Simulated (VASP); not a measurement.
# C (P6_3/mmc) in VASP: a series of runs

The runs below take C through single point, with PBEsol+D3(BJ).

All numbers are computed with VASP 6.6.1; they aren't measurements. Logs are shortened: lines on timing, memory, paths and dates and some standing lists are left out, and cuts for length are marked.

## 1. The cell of the first run

Symmetry: P6_3/mmc, No. 194, hexagonal system. Conventional cell: a = 2.394 Å, b = 2.394 Å, c = 6.106 Å, α = 90.00°, β = 90.00°, γ = 120.00°. C (site symmetry -6m2) has 3 C at 1.38 Å within 1.8 Å. C (site symmetry -6m2) has 3 C at 1.38 Å within 1.8 Å.

## 2. Single point, PBEsol+D3(BJ) (volume 7.574 Å^3 an atom, c/a of the conventional cell 2.5509)

The input, INCAR:

```
PREC = Accurate
ENCUT = 520
EDIFF = 1E-6
ISMEAR = 0
SIGMA = 0.15
LREAL = F
LASPH = T
NELM = 60
ALGO = Normal
ISIF = 2
LWAVE = F
LCHARG = F
GGA = PS
IVDW = 12
NBANDS = 16
```

The input, KPOINTS:

```
regular mesh
0
Gamma
  21 21 8
```

The input, POSCAR:

```
C
1.0
    2.3936119380      0.0000000000      0.0000000000
   -1.1968059690      2.0729287451      0.0000000000
    0.0000000000      0.0000000000      6.1058646926
C
4
Direct
    0.0000000000      0.0000000000      0.0025000000
    0.0000000000      0.0000000000      0.5025000000
    0.3333333333      0.6666666667      0.0025000000
    0.6666666667      0.3333333333      0.5025000000
```

Potentials or basis: VASP PAW PBE potentials, release 64 (C).

The run is started by

```
cat potpaw_PBE.64/C/POTCAR > POTCAR
mpirun -np 1 vasp_std > vasp.out
```

OUTCAR:

```text
PREC = Accurate
   ENCUT = 520
   EDIFF = 1E-6
   ISMEAR = 0
   LREAL = F
   LASPH = T
   NELM = 60
   ISIF = 2
   GGA = PS
   IVDW = 12
 IVDW          = 12

 ion  position               nearest neighbor table
   1  0.000  0.000  0.002-   3 1.38   3 1.38   3 1.38
   2  0.000  0.000  0.502-   4 1.38   4 1.38   4 1.38
   3  0.333  0.667  0.002-   1 1.38   1 1.38   1 1.38
   4  0.667  0.333  0.502-   2 1.38   2 1.38   2 1.38

  LATTYP: Found a hexagonal cell.
 ALAT       =     2.3936119380
 C/A-ratio  =     2.5509000000

  Lattice vectors:

 A1 = (   2.3936119380,   0.0000000000,   0.0000000000)
 A2 = (  -1.1968059690,   2.0729287451,   0.0000000000)
 A3 = (   0.0000000000,   0.0000000000,   6.1058646926)

Analysis of symmetry for initial positions (statically):
=====================================================================
 Subroutine PRICEL returns:
 Original cell was already a primitive cell.

 Routine SETGRP: Setting up the symmetry group for a
 hexagonal supercell.

 Subroutine GETGRP returns: Found 24 space group operations
 (whereof  6 operations were pure point group operations)
 out of a pool of 24 trial point group operations.

The static configuration has the point symmetry C_3v.
 The point group associated with its full space group is D_6h.

Analysis of symmetry for dynamics (positions and initial velocities):
=====================================================================
 Subroutine PRICEL returns:
 Original cell was already a primitive cell.

 Routine SETGRP: Setting up the symmetry group for a
 hexagonal supercell.

 Subroutine GETGRP returns: Found 24 space group operations
 (whereof  6 operations were pure point group operations)
 out of a pool of 24 trial point group operations.

The dynamic configuration has the point symmetry C_3v.
 The point group associated with its full space group is D_6h.

 Subroutine INISYM returns: Found 24 space group operations
 (whereof  6 operations are pure point group operations),
 and found     1 'primitive' translations

----------------------------------------------------------------------------------------

                                     Primitive cell

  volume of cell :      30.2960

[... 91 lines left out ...]
   NELM   =     60;   NELMIN=  2; NELMDL= -5     # of ELM steps
   EDIFF  = 0.1E-05   stopping-criterion for ELM
   LREAL  =      F    real-space projection
   EDIFFG = 0.1E-04   stopping-criterion for IOM
   NSW    =      0    number of steps for IOM
   IBRION =     -1    ionic relax: 0-MD 1-quasi-New 2-CG
   NFREE  =      0    steps in history (QN), initial steepest desc. (CG)
   ISIF   =      2    stress and relaxation
   ISYM   =      2    0-nonsym 1-usesym 2-fastsym
   POTIM  = 0.5000    time-step for ionic-motion
   TEBEG  =    0.0;   TEEND  =   0.0 temperature during run
   PSTRESS=    0.0 pullay stress
   NELECT =      16.0000    total number of electrons
   NUPDOWN=      -1.0000    fix difference up-down
   EMIN   =  10.00;   EMAX   =-10.00  energy-range for DOS
   EFERMI =   0.00;   METHOD = LEGACY
   ISMEAR =     0;   SIGMA  =   0.15  broadening in eV -4-tet -1-fermi 0-gaus
   EFERMI_NEDOS =   21; number of points for ismear=-14 and -15
   IALGO  =     38    algorithm
   IMIX   =      4    mixing-type and parameters
     AMIX     =   0.40;   BMIX     =  1.00
     AMIX_MAG =   1.60;   BMIX_MAG =  1.00
  volume/ion in A,a.u.               =       7.57        51.11
  Fermi-wavevector in a.u.,A,eV,Ry     =   1.323284  2.500644 23.824897  1.751081
  Thomas-Fermi vector in A             =   2.452903
   LORBIT       =      0    0 simple, 1 ext, 2 COOP (PROOUT), +10 PAW based schemes
   GGA     = PS    functional components
   LHFCALC =     F    Hartree Fock is set to
   AEXX    =    0.0000 exact exchange contribution
   IVDW    =    12    specifies the selected vdW correction
   LEPSILON=     F    determine dielectric tensor
   LRPA    =     F    only Hartree local field effects (RPA)
 non-spin polarized calculation
 Gauss-broadening in eV      SIGMA  =   0.15
  energy-cutoff  :      520.00
  volume of cell :       30.30
 maximum number of plane-waves:       845
 NGX is ok and might be reduce to    18
   NGX =  9   NGY =  9   NGZ = 23

 number of electron      16.0000004 magnetization

 Free energy of the ion-electron system (eV)
  ---------------------------------------------------
  ext. energy  EPLUGINS =         0.00000000
  ---------------------------------------------------
  free energy    TOTEN  =       -38.28523659 eV

  energy without entropy =      -38.28440556  energy(sigma->0) =      -38.28482108

 E-fermi :   5.9940     XC(G=0): -11.3936

 val. band max:        5.9929819396   @ k =   0.3333   0.3333   0.2500
 cond. band min:       5.9991846433   @ k =   0.3333   0.3333   0.5000
 fundamental gap:      0.0062027037
 Fermi energy:         5.9940345054

 k-point     1 :       0.0000    0.0000    0.0000
  band No.  band energies     occupation
      1     -14.4303      2.00000
      2     -13.8340      2.00000
      3      -3.6107      2.00000
      4      -0.5177      2.00000
      5       3.1132      2.00000
      6       3.1132      2.00000
[... 433 lines left out ...]
      3      -1.6470      2.00000
      4      -1.2511      2.00000
      5      -1.0802      2.00000
      6       0.3655      2.00000
[... 8 lines left out ...]
     15      19.3912      0.00000
     16      19.6758      0.00000

 [... further k-points ...]

------------------------ aborting loop because EDIFF is reached ----------------------------------------

 Edisp (eV)   -0.47117

 E8    (eV) :    -0.2290

  FORCE on cell =-STRESS in cart. coord.  units (eV):
  Direction    XX          YY          ZZ          XY          YZ          ZX
  --------------------------------------------------------------------------------------
  -------------------------------------------------------------------------------------
  Total       8.46168     8.46168     0.79108     0.00000     0.00000     0.00000
  in kB     447.48854   447.48854    41.83559     0.00000     0.00000     0.00000
  external pressure =      312.27 kB  Pullay stress =        0.00 kB

 VOLUME and BASIS-vectors are now :
 -----------------------------------------------------------------------------
  energy-cutoff  :      520.00
  volume of cell :       30.30
      direct lattice vectors                 reciprocal lattice vectors
     2.393611938  0.000000000  0.000000000     0.417778665  0.241204625  0.000000000
    -1.196805969  2.072928745  0.000000000     0.000000000  0.482409249  0.000000000
     0.000000000  0.000000000  6.105864693     0.000000000  0.000000000  0.163776967

 POSITION                                       TOTAL-FORCE (eV/Angst)
 -----------------------------------------------------------------------------------
      0.00000      0.00000      0.01526        -0.000000      0.000000      0.000000
      0.00000      0.00000      3.06820         0.000000     -0.000000      0.000000
     -0.00000      1.38195      0.01526        -0.000000      0.000000      0.000000
      1.19681      0.69098      3.06820         0.000000     -0.000000     -0.000000
 -----------------------------------------------------------------------------------
    total drift:                                0.000000      0.000000      0.000002

  FREE ENERGIE OF THE ION-ELECTRON SYSTEM (eV)
  ---------------------------------------------------
  free  energy   TOTEN  =       -38.7564026506 eV

  energy  without entropy=      -38.7555716230  energy(sigma->0) =      -38.75598714
```

stdout:

```text
POSCAR found type information on POSCAR C
 POSCAR found :  1 types and       4 ions
 scaLAPACK will be used
 -----------------------------------------------------------------------------
|                                                                             |
|                                                                             |
|     You enforced a specific xc type in the INCAR file but a different       |
|     I HOPE YOU KNOW WHAT YOU ARE DOING!                                     |
|                                                                             |
 -----------------------------------------------------------------------------

 LDA part: xc-table for (Slater+PW92), standard interpolation
 POSCAR, INCAR and KPOINTS ok, starting setup
 FFT: planning ... GRIDC
 FFT: planning ... GRID_SOFT
 FFT: planning ... GRID
 WAVECAR not read
 entering main loop
```

It took 38 s on 1 thread of Intel Xeon 6975P-C (Granite Rapids), shared host; peak memory 0.21 GiB.

What came out:

```
Free energy                : -38.7564 eV
Pressure                   : 31.2 GPa
Band gap on the k mesh     : zero (band 8 reaches 6.03 eV, above the bottom of band 9 at 5.95 eV)
Dispersion energy per atom : -0.118 eV
```

Stress tensor (GPa, compression positive):
```
44.75  0.00  0.00
 0.00 44.75  0.00
 0.00  0.00  4.18
```

Levels at points of the mesh, in eV from the Fermi level:
```csv
k point,band 4,band 5,band 6,band 7,band 8,band 9,band 10,band 11,band 12,band 13
"(0.00, 0.00, 0.00)",-6.51,-2.88,-2.88,-2.84,-2.84,4.68,8.93,8.93,9.03,9.03
"(0.00, 0.00, 0.50)",-8.24,-2.86,-2.86,-2.86,-2.86,8.18,8.18,8.98,8.98,8.98
```

Caveat: the PAW data sets were made with another functional, which shifts forces and pressure a little; pairwise dispersion overbinds metals, which lowers pressure and volume.

## 3. Single point, PBEsol+D3(BJ) (volume 7.781 Å^3 an atom, c/a of the conventional cell 2.3729)

The input, INCAR:

```
SYSTEM = C
ALGO = Normal ; EDIFF = 1E-7
ENCUT = 520 ; GGA = PS
ISIF = 2 ; ISMEAR = 0
IVDW = 12 ; LASPH = .TRUE.
LCHARG = .FALSE. ; LREAL = .FALSE.
LWAVE = .FALSE. ; NBANDS = 16
NELM = 100 ; PREC = Accurate
SIGMA = 0.15
```

The input, KPOINTS:

```
k-points
0
G
  21 21 8
  0 0 0
```

The input, POSCAR:

```
C
1.0
    2.4741637877      0.0000000000      0.0000000000
   -1.2370818939      2.1426886933      0.0000000000
    0.0000000000      0.0000000000      5.8709432519
C
4
Direct
    0.0000000000      0.0000000000      0.0025000000
    0.0000000000      0.0000000000      0.5025000000
    0.3333333333      0.6666666667      0.0025000000
    0.6666666667      0.3333333333      0.5025000000
```

Potentials or basis: VASP PAW PBE potentials, release 64 (C).

The run is started by

```
cat potpaw_PBE.64/C/POTCAR > POTCAR
mpirun -np 1 vasp_std > vasp.out
```

Run time: 43 s. Hardware: 1 thread of Intel Xeon 6975P-C (Granite Rapids), shared host; peak memory 0.21 GiB.

It converged, with:

- Free energy: -38.9277 eV
- Pressure: -3.1 GPa
- Band gap on the k mesh: zero (band 8 reaches 5.78 eV, above the bottom of band 9 at 5.65 eV)
- Dispersion energy per atom: -0.125 eV

Stress tensor (GPa, compression positive):
```
-8.67  0.00  0.00
 0.00 -8.67  0.00
 0.00  0.00  8.01
```

Levels at points of the mesh, in eV from the Fermi level:
```
           k point  band 4  band 5  band 6  band 7  band 8  band 9  band 10  band 11  band 12  band 13
(0.00, 0.00, 0.00)   -5.39   -2.92   -2.92   -2.85   -2.85    5.68     8.25     8.25     8.41     8.41
(0.00, 0.00, 0.50)   -7.50   -2.89   -2.89   -2.89   -2.89    8.33     8.33     8.33     8.33     9.58
```

Caveat: the PAW data sets were made with another functional, which shifts forces and pressure a little; pairwise dispersion overbinds metals, which lowers pressure and volume.

## 4. Single point, PBEsol+D3(BJ) (volume 7.781 Å^3 an atom, c/a of the conventional cell 2.4902)

The input, INCAR:

```
ALGO     = Normal         # electronic algorithm
EDIFF    = 1E-6           # SCF threshold, eV
ENCUT    = 520            # plane-wave cutoff, eV
GGA      = PS             # functional
ISIF     = 2              # what is computed and relaxed
ISMEAR   = 0              # smearing method
IVDW     = 12             # dispersion correction
LASPH    = True           # aspherical terms in the spheres
LCHARG   = False          # write CHGCAR
LREAL    = False          # projectors in reciprocal space
LWAVE    = False          # write WAVECAR
NBANDS   = 16             # bands
NELM     = 100            # most SCF steps
PREC     = Accurate       # precision mode
SIGMA    = 0.15           # smearing width, eV
```

The input, KPOINTS:

```
k-points
0
Gamma
  21 21 8
```

The input, POSCAR:

```
C
1.0
    2.4346891222      0.0000000000      0.0000000000
   -1.2173445611      2.1085026301      0.0000000000
    0.0000000000      0.0000000000      6.0628628520
C
4
Direct
    0.0000000000      0.0000000000      0.0025000000
    0.0000000000      0.0000000000      0.5025000000
    0.3333333333      0.6666666667      0.0025000000
    0.6666666667      0.3333333333      0.5025000000
```

The run is started by

```
cat potpaw_PBE.64/C/POTCAR > POTCAR
mpirun -np 1 vasp_std > vasp.out
```

Wall time 39 s (1 thread of Intel Xeon 6975P-C (Granite Rapids), shared host); peak memory 0.21 GiB.

It converged, with:

* Free energy: -38.9462 eV
* Pressure: 12.1 GPa
* Band gap on the k mesh: zero (band 8 reaches 5.77 eV, above the bottom of band 9 at 5.68 eV)
* Dispersion energy per atom: -0.121 eV

Stress tensor (GPa, compression positive):
```
15.76  0.00  0.00
 0.00 15.76  0.00
 0.00  0.00  4.77
```

Levels at points of the mesh, in eV from the Fermi level:
| k point | band 5 | band 6 | band 7 | band 8 | band 9 | band 10 | band 11 | band 12 |
| --- | --- | --- | --- | --- | --- | --- | --- | --- |
| (0.00, 0.00, 0.00) | -2.91 | -2.91 | -2.86 | -2.86 | 5.00 | 8.57 | 8.57 | 8.69 |
| (0.00, 0.00, 0.50) | -2.89 | -2.89 | -2.89 | -2.89 | 8.57 | 8.57 | 8.63 | 8.63 |

Caveat: the PAW data sets were made with another functional, which shifts forces and pressure a little; pairwise dispersion overbinds metals, which lowers pressure and volume.

## 5. Overview

```csv
cell,gap on the mesh (eV),pressure (GPa)
"a = 2.394, b = 2.394, c = 6.106 Å, angles 90.0, 90.0, 120.0°, 4 atoms",none,31.2
"a = 2.474, b = 2.474, c = 5.871 Å, angles 90.0, 90.0, 120.0°, 4 atoms",none,-3.1
"a = 2.435, b = 2.435, c = 6.063 Å, angles 90.0, 90.0, 120.0°, 4 atoms",none,12.1
```

Alike in all rows: task single point; level PBEsol+D3(BJ); potentials or basis VASP PAW PBE potentials, release 64 (C); no spin polarisation; k mesh 21 × 21 × 8; cutoff (eV) 520; smearing gaussian 0.15 eV.

Caveats: the PAW data sets were made with another functional, which shifts forces and pressure a little; pairwise dispersion overbinds metals, which lowers pressure and volume.

Total energies depend on the potentials used, so only differences within one code and one set of settings carry meaning.
